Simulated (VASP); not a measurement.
Here is a VASP 6.6.1 calculation.

The input INCAR:

```
SYSTEM = Mg8HO8
PREC = Accurate
ENCUT = 520
EDIFF = 1E-6
ISMEAR = 0
SIGMA = 0.02
LREAL = Auto
LASPH = .TRUE.
NELM = 60
ALGO = Normal
ISIF = 2
LWAVE = .FALSE.
LCHARG = .TRUE.
GGA = PE
LELF = .TRUE.
LVHAR = .TRUE.
NBANDS = 46
NELECT = 64.0
```

Contents of KPOINTS:

```
regular mesh
0
G
  3 3 3
  0 0 0
```

POSCAR

```
Mg8HO8
1.0
    0.0000000000      3.8970000000      3.8970000000
    3.8970000000      0.0000000000      3.8970000000
    3.8970000000      3.8970000000      0.0000000000
Mg O H
8 8 1
Direct
   -0.0035656916      0.0013095971      0.0010555556
   -0.0033942776      0.0014132666      0.5004435463
   -0.0021392096      0.5094771619     -0.0042462150
   -0.0003533487      0.4977944573      0.5007049012
    0.4994092892     -0.0024931999      0.0009982037
    0.4875744162      0.0040714652      0.5036293303
    0.4829443161      0.5082989479     -0.0254544521
    0.4824154478      0.5082560944      0.5345722351
    0.2453035668      0.2518832435      0.2467439056
    0.2451519117      0.2517847062      0.7551188093
    0.2622961252      0.7363869643      0.2504364896
    0.2326788555      0.7654892225      0.7507794457
    0.7370400308      0.2613125481      0.2505948165
    0.7491683346      0.2476163716      0.7513438542
    0.7444004362      0.7501140621      0.2559103156
    0.7446280472      0.7503865794      0.7481610213
    0.5932360790      0.4658367975      0.2210084681
```

Potentials or basis: VASP PAW PBE potentials, release 64 (Mg, O, H).

Run with:

```console
$ cat potpaw_PBE.64/Mg/POTCAR potpaw_PBE.64/O/POTCAR potpaw_PBE.64/H/POTCAR > POTCAR
$ mpirun -np 1 vasp_std > vasp.out
```

(1) What does it give for the largest force?

Results:

(1) 0.348 eV/Å.

Caveat: the k points lie up to 0.47 Å⁻¹ apart; the cell carries a net charge on a neutralising background, which shifts energy and pressure.
